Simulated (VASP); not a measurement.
# Zr3O: single point with PBEsol

Zr3O:

```
CELL_PARAMETERS angstrom
5.58429 0.00000 0.00000
-2.79214 4.83613 0.00000
0.00000 0.00000 5.15575
ATOMIC_POSITIONS crystal
Zr 0.33947 0.00000 0.00000
Zr 0.33947 0.33947 0.50000
Zr 0.00000 0.33947 0.00000
Zr 0.66053 0.00000 0.50000
Zr 0.66053 0.66053 0.00000
Zr 0.00000 0.66053 0.50000
O 0.33333 0.66667 0.25000
O 0.66667 0.33333 0.75000
```

* Program: VASP 6.6.1
* Task: single point
* Functional: PBEsol
* Potentials or basis: VASP PAW PBE potentials, release 64 (Zr_sv, O)
* Cutoff: 520 eV
* k mesh: 9 × 9 × 8
* Occupations: gaussian, width 0.15 eV
* Spin: no spin polarisation
* Dipole correction: no
* Further INCAR settings: ALGO = Normal; EDIFF = 1e-07; NBANDS = 52

```
Pressure               : 0.2 GPa
Band gap on the k mesh : zero (bands 42 and 43 overlap by 0.81 eV)
```

Forces in eV/Å, atoms in the order of the input:
```
Zr   0.002  0.000  0.000
Zr   0.001  0.002  0.000
Zr  -0.001  0.002  0.000
Zr  -0.002  0.000  0.000
Zr  -0.001 -0.002  0.000
Zr   0.001 -0.002  0.000
O    0.000  0.000  0.000
O    0.000  0.000  0.000
```

Stress tensor (GPa, compression positive):
```
0.16 0.00 0.00
0.00 0.16 0.00
0.00 0.00 0.27
```

Levels at points of the mesh, in eV from the Fermi level:
```csv
k point,band 40,band 41,band 42,band 43,band 44,band 45
"(0.00, 0.00, 0.00)",-0.98,0.18,0.69,0.69,0.76,0.87
"(0.00, 0.00, 0.50)",-0.19,-0.01,-0.01,0.00,0.00,0.05
```

It took 7.7 min on 1 thread of Intel(R) Xeon(R) Platinum 8259CL CPU @ 2.50GHz (Skylake/Cascade Lake) (shared host), peak memory 0.46 GiB.

Caveat: the PAW data sets were made with another functional, which shifts forces and pressure a little.
